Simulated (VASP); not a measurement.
# AlAs (F-43m) in VASP: further runs

Aim: see how the results for AlAs move with the level of theory and the settings. Levels: PBE+D4, PBE. Tasks: single point, relaxation of cell and atoms.

Everything below comes from runs of VASP 6.6.1. Logs are shortened: lines on timing, memory, paths and dates and some standing lists are left out, and cuts for length are marked.

## (1) The cell of the first run

Symmetry: F-43m, No. 216, cubic system. The conventional cell has a = 5.727 Å, b = 5.727 Å, c = 5.727 Å, α = 90.00°, β = 90.00°, γ = 90.00°. Within 3.3 Å of Al (site symmetry -43m) lie 4 As at 2.48 Å. As (site symmetry -43m) has 4 Al at 2.48 Å within 3.3 Å.

## (2) Single point, PBE+D4

Input file INCAR:

```
SYSTEM = AlAs
PREC = Accurate
ENCUT = 500
EDIFF = 1E-6
ISMEAR = 0
SIGMA = 0.02
LREAL = .False.
LASPH = .True.
NELM = 120
ALGO = Normal
ISIF = 2
LWAVE = .False.
LCHARG = .False.
GGA = PE
IVDW = 13
NBANDS = 11
GGA_COMPAT = .False.
```

Input file KPOINTS:

```
Automatic mesh
0
Gamma
  8 8 8
  0 0 0
```

Input file POSCAR:

```
AlAs
1.0
    0.0000000000      2.8633020324      2.8633020324
    2.8633020324      0.0000000000      2.8633020324
    2.8633020324      2.8633020324      0.0000000000
Al As
1 1
Direct
    0.7500000000      0.7500000000      0.7500000000
    0.0000000000      0.0000000000      0.0000000000
```

Potentials or basis: VASP PAW PBE potentials, release 64 (Al, As).

Started as:

```bash
cat potpaw_PBE.64/Al/POTCAR potpaw_PBE.64/As/POTCAR > POTCAR
mpirun -np 1 vasp_std > vasp.out
```

OUTCAR:

```text
SYSTEM = AlAs
   PREC = Accurate
   ENCUT = 500
   EDIFF = 1E-6
   ISMEAR = 0
   LREAL = .False.
   LASPH = .True.
   NELM = 120
   ISIF = 2
   GGA = PE
   IVDW = 13

 ion  position               nearest neighbor table
   1  0.750  0.750  0.750-   2 2.48   2 2.48   2 2.48   2 2.48
   2  0.000  0.000  0.000-   1 2.48   1 2.48   1 2.48   1 2.48

  LATTYP: Found a face centered cubic cell.
 ALAT       =     5.7266040648

  Lattice vectors:

 A1 = (   0.0000000000,   2.8633020324,   2.8633020324)
 A2 = (   2.8633020324,   0.0000000000,   2.8633020324)
 A3 = (   2.8633020324,   2.8633020324,   0.0000000000)

Analysis of symmetry for initial positions (statically):
=====================================================================
 Subroutine PRICEL returns:
 Original cell was already a primitive cell.

 Routine SETGRP: Setting up the symmetry group for a
 face centered cubic supercell.

 Subroutine GETGRP returns: Found 24 space group operations
 (whereof 24 operations were pure point group operations)
 out of a pool of 48 trial point group operations.

The static configuration has the point symmetry T_d .

Analysis of symmetry for dynamics (positions and initial velocities):
=====================================================================
 Subroutine PRICEL returns:
 Original cell was already a primitive cell.

 Routine SETGRP: Setting up the symmetry group for a
 face centered cubic supercell.

 Subroutine GETGRP returns: Found 24 space group operations
 (whereof 24 operations were pure point group operations)
 out of a pool of 48 trial point group operations.

The dynamic configuration has the point symmetry T_d .

 Subroutine INISYM returns: Found 24 space group operations
 (whereof 24 operations are pure point group operations),
 and found     1 'primitive' translations

----------------------------------------------------------------------------------------

                                     Primitive cell

  volume of cell :      46.9496

  direct lattice vectors                    reciprocal lattice vectors
     0.000000000  2.863302032  2.863302032    -0.174623562  0.174623562  0.174623562
     2.863302032  0.000000000  2.863302032     0.174623562 -0.174623562  0.174623562
     2.863302032  2.863302032  0.000000000     0.174623562  0.174623562 -0.174623562

  length of vectors
     4.049320567  4.049320567  4.049320567     0.302456882  0.302456882  0.302456882

  position of ions in fractional coordinates (direct lattice)
     0.750000000  0.750000000  0.750000000
     0.000000000  0.000000000  0.000000000

  ion indices of the primitive-cell ions
   primitive index   ion index
                 1           1
                 2           2

[... 84 lines left out ...]
   EMIN   =  10.00;   EMAX   =-10.00  energy-range for DOS
   EFERMI =   0.00;   METHOD = LEGACY
   ISMEAR =     0;   SIGMA  =   0.02  broadening in eV -4-tet -1-fermi 0-gaus
   EFERMI_NEDOS =   21; number of points for ismear=-14 and -15
   IALGO  =     38    algorithm
   IMIX   =      4    mixing-type and parameters
     AMIX     =   0.40;   BMIX     =  1.00
     AMIX_MAG =   1.60;   BMIX_MAG =  1.00
  volume/ion in A,a.u.               =      23.47       158.42
  Fermi-wavevector in a.u.,A,eV,Ry     =   0.907600  1.715115 11.207625  0.823737
  Thomas-Fermi vector in A             =   2.031426
   LORBIT       =      0    0 simple, 1 ext, 2 COOP (PROOUT), +10 PAW based schemes
   GGA     = PE    functional components
   LHFCALC =     F    Hartree Fock is set to
   AEXX    =    0.0000 exact exchange contribution
   IVDW    =    13    specifies the selected vdW correction
   LEPSILON=     F    determine dielectric tensor
   LRPA    =     F    only Hartree local field effects (RPA)
 non-spin polarized calculation
 Gauss-broadening in eV      SIGMA  =   0.02
  energy-cutoff  :      500.00
  volume of cell :       46.95
 maximum number of plane-waves:      1243
 NGX is ok and might be reduce to    30
   NGX = 15   NGY = 15   NGZ = 15

 number of electron       7.9999999 magnetization

 Free energy of the ion-electron system (eV)
  ---------------------------------------------------
  ext. energy  EPLUGINS =         0.00000000
  ---------------------------------------------------
  free energy    TOTEN  =        -9.38794432 eV

  energy without entropy =       -9.38794432  energy(sigma->0) =       -9.38794432

 E-fermi :   3.6811     XC(G=0):  -8.9072

 val. band max:        3.5994317016   @ k =   0.0000   0.0000   0.0000
 cond. band min:       5.0927448032   @ k =   0.5000   0.5000   0.0000
 fundamental gap:      1.4933131016
 Fermi energy:         3.6811412649

 k-point     1 :       0.0000    0.0000    0.0000
  band No.  band energies     occupation
      1      -8.0749      2.00000
      2       3.5994      2.00000
      3       3.5994      2.00000
      4       3.5994      2.00000
      5       5.3873      0.00000
      6       7.8275      0.00000
      7       7.8275      0.00000
      8       7.8275      0.00000
      9      12.2857      0.00000
     10      12.5430      0.00000
     11      12.5430      0.00000
[... 309 lines left out ...]
 k-point    24 :      -0.3750    0.2500    0.1250
  band No.  band energies     occupation
      1      -6.4853      2.00000
      2      -1.5367      2.00000
      3       0.9959      2.00000
      4       2.1152      2.00000
      5       7.1815      0.00000
      6       7.8109      0.00000
      7      10.1412      0.00000
      8      11.1050      0.00000
      9      11.8210      0.00000
     10      14.4655      0.00000
     11      15.6875      0.00000

 [... further k-points ...]

------------------------ aborting loop because EDIFF is reached ----------------------------------------

  DFT-D4 for vdW energy calculation

  Edisp (eV):   -0.64989

  FORCE on cell =-STRESS in cart. coord.  units (eV):
  Direction    XX          YY          ZZ          XY          YZ          ZX
  --------------------------------------------------------------------------------------
  -------------------------------------------------------------------------------------
  Total      -0.61758    -0.61758    -0.61758     0.00000    -0.00000     0.00000
  in kB     -21.07521   -21.07521   -21.07521     0.00000    -0.00000     0.00000
  external pressure =      -21.08 kB  Pullay stress =        0.00 kB

 VOLUME and BASIS-vectors are now :
 -----------------------------------------------------------------------------
  energy-cutoff  :      500.00
  volume of cell :       46.95
      direct lattice vectors                 reciprocal lattice vectors
     0.000000000  2.863302032  2.863302032    -0.174623562  0.174623562  0.174623562
     2.863302032  0.000000000  2.863302032     0.174623562 -0.174623562  0.174623562
     2.863302032  2.863302032  0.000000000     0.174623562  0.174623562 -0.174623562

 POSITION                                       TOTAL-FORCE (eV/Angst)
 -----------------------------------------------------------------------------------
      4.29495      4.29495      4.29495        -0.000000     -0.000000      0.000000
      0.00000      0.00000      0.00000         0.000000      0.000000     -0.000000
 -----------------------------------------------------------------------------------
    total drift:                               -0.000000     -0.000000     -0.000000

  FREE ENERGIE OF THE ION-ELECTRON SYSTEM (eV)
  ---------------------------------------------------
  free  energy   TOTEN  =       -10.0378351936 eV

  energy  without entropy=      -10.0378351935  energy(sigma->0) =      -10.03783519
```

It took 9.1 s on 1 thread of Intel Xeon 6975P-C (Granite Rapids), shared host; peak memory 0.16 GiB.

What came out:

```yaml
Free_energy: -10.0378 eV
Pressure: -2.1 GPa
Band_gap_on_the_k_mesh: 1.49 eV, indirect (least direct gap 1.79 eV)
Dispersion_energy_per_atom: -0.325 eV
```

Levels at points of the mesh, in eV from the valence-band top:
```csv
k point,band 1,band 2,band 3,band 4,band 5,band 6,band 7,band 8,band 9
"(0.00, 0.00, 0.00)",-11.67,0.00,0.00,0.00,1.79,4.23,4.23,4.23,8.69
"(0.50, 0.00, 0.00)",-10.33,-5.42,-0.80,-0.80,2.01,4.65,4.65,7.68,10.91
"(0.50, 0.50, 0.00)",-9.81,-5.31,-2.10,-2.10,1.49,2.29,10.07,10.07,11.40
```

## (3) Single point, PBE

Input file INCAR:

```
PREC = Accurate ; ENCUT = 500
EDIFF = 1E-6 ; ISMEAR = 0
SIGMA = 0.02 ; LREAL = F
LASPH = T ; NELM = 120
ALGO = Normal ; ISIF = 2
LWAVE = F ; LCHARG = F
GGA = PE ; NBANDS = 11
GGA_COMPAT = F
```

Input file KPOINTS:

```
regular mesh
0
Gamma
  8 8 8
```

POSCAR is that of step 2.

Potentials or basis: VASP PAW PBE potentials, release 64 (Al, As).

Started as:

```bash
cat potpaw_PBE.64/Al/POTCAR potpaw_PBE.64/As/POTCAR > POTCAR
mpirun -np 1 vasp_std > vasp.out
```

It took 8.4 s on 1 thread of Intel Xeon 6975P-C (Granite Rapids), shared host; peak memory 0.16 GiB.

It converged, with:

```yaml
Free_energy: -9.3879 eV
Pressure: 0.2 GPa
Band_gap_on_the_k_mesh: 1.49 eV, indirect (least direct gap 1.79 eV)
```

Levels at points of the mesh, in eV from the valence-band top:
```csv
k point,band 2,band 3,band 4,band 5,band 6,band 7
"(0.00, 0.00, 0.00)",0.00,0.00,0.00,1.79,4.23,4.23
"(0.50, 0.00, 0.00)",-5.42,-0.80,-0.80,2.01,4.65,4.65
"(0.50, 0.50, 0.00)",-5.31,-2.10,-2.10,1.49,2.29,10.07
```

## (4) Relaxation of cell and atoms, PBE

Input file INCAR:

```
SYSTEM = AlAs
  ALGO = Normal
  EDIFF = 1E-7
  EDIFFG = -0.01
  ENCUT = 500
  GGA = PE
  GGA_COMPAT = .FALSE.
  IBRION = 2
  ISIF = 3
  ISMEAR = 0
  LASPH = .TRUE.
  LCHARG = .FALSE.
  LREAL = .FALSE.
  LWAVE = .FALSE.
  NELM = 120
  NELMIN = 4
  NSW = 80
  PREC = Accurate
  SIGMA = 0.02
```

Input file KPOINTS:

```
k-points
0
G
  8 8 8
  0 0 0
```

POSCAR is that of step 3.

Started as:

```bash
cat potpaw_PBE.64/Al/POTCAR potpaw_PBE.64/As/POTCAR > POTCAR
mpirun -np 1 vasp_std > vasp.out
```

Run time: 13 s. Hardware: 1 thread of Intel Xeon 6975P-C (Granite Rapids), shared host; peak memory 0.17 GiB.

The run converged. Its results:

```
Free energy                            : -9.3880 eV
Relaxed volume                         : 23.55 Å³/atom
Relaxed cell                           : a = 4.054 Å, b = 4.054 Å, c = 4.054 Å, α = 60.00°, β = 60.00°, γ = 60.00°
Space group after relaxing (to 0.05 Å) : F-43m (No. 216)
Energy gained by relaxing              : 0.0 meV/atom
Ionic steps                            : 3
Pressure after relaxing                : 0.0 GPa
Band gap on the k mesh                 : 1.50 eV, indirect (least direct gap 1.76 eV)
```

Final structure:
```
CELL_PARAMETERS angstrom
0.00000 2.86633 2.86633
2.86633 0.00000 2.86633
2.86633 2.86633 0.00000
ATOMIC_POSITIONS crystal
Al 0.75000 0.75000 0.75000
As 0.00000 0.00000 0.00000
```

Levels at points of the mesh, in eV from the valence-band top:
```csv
k point,band 1,band 2,band 3,band 4,band 5,band 6,band 7,band 8
"(0.00, 0.00, 0.00)",-11.66,0.00,0.00,0.00,1.76,4.22,4.22,4.22
"(0.50, 0.00, 0.00)",-10.32,-5.41,-0.80,-0.80,2.00,4.65,4.65,7.68
"(0.50, 0.50, 0.00)",-9.81,-5.30,-2.09,-2.09,1.50,2.29,10.04,10.04
```

## (5) Overview

| task | level | cell | gap on the mesh (eV) | pressure (GPa) |
| --- | --- | --- | --- | --- |
| single point | PBE+D4 | as given | 1.49 | -2.1 |
| single point | PBE | as given | 1.49 | 0.2 |
| relaxation of cell and atoms | PBE | relaxed | 1.50 | 0.0 |

Alike in all rows: potentials or basis VASP PAW PBE potentials, release 64 (Al, As); no spin polarisation; k mesh 8 × 8 × 8; cutoff (eV) 500; smearing gaussian 0.02 eV.

Total energies depend on the potentials used, so only differences within one code and one set of settings carry meaning.
